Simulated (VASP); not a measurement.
Ag3Au, 4 atoms in the cell. It takes space group Pm-3m (No. 221, cubic). The conventional cell has a = 4.111 Å, b = 4.111 Å, c = 4.111 Å, α = 90.00°, β = 90.00°, γ = 90.00°. Ag (site symmetry 4/mmm) has 8 Ag at 2.91 Å and 4 Au at 2.91 Å within 3.8 Å. Within 3.8 Å of Au (site symmetry m-3m) lie 12 Ag at 2.91 Å. 

* Program: VASP 6.6.1
* Task: single point
* Functional: LDA
* Potentials or basis: VASP PAW LDA potentials, release 64 (Ag, Au)
* Cutoff: 500 eV
* k mesh: 2 × 2 × 2
* Occupations: fermi-dirac, width 0.02 eV
* Spin: no spin polarisation
* Dipole correction: no
* Further INCAR settings: ALGO = Normal; EDIFF = 1e-06; NBANDS = 30

Potentials or basis: VASP PAW LDA potentials, release 64 (Ag, Au).

Launch:

```bash
$ cat potpaw_LDA.64/Ag/POTCAR potpaw_LDA.64/Au/POTCAR > POTCAR
$ mpirun -np 1 vasp_std > vasp.out
```

Hardware: 1 thread of AMD EPYC 9R14 (Zen 4), on a shared host.

Question: Estimate the wall time of this run.

Answer: Run time: 5.5 s on 1 thread of AMD EPYC 9R14 (Zen 4), on a shared host, peak memory 0.11 GiB. Counts: scf iterations 15, k points 4.
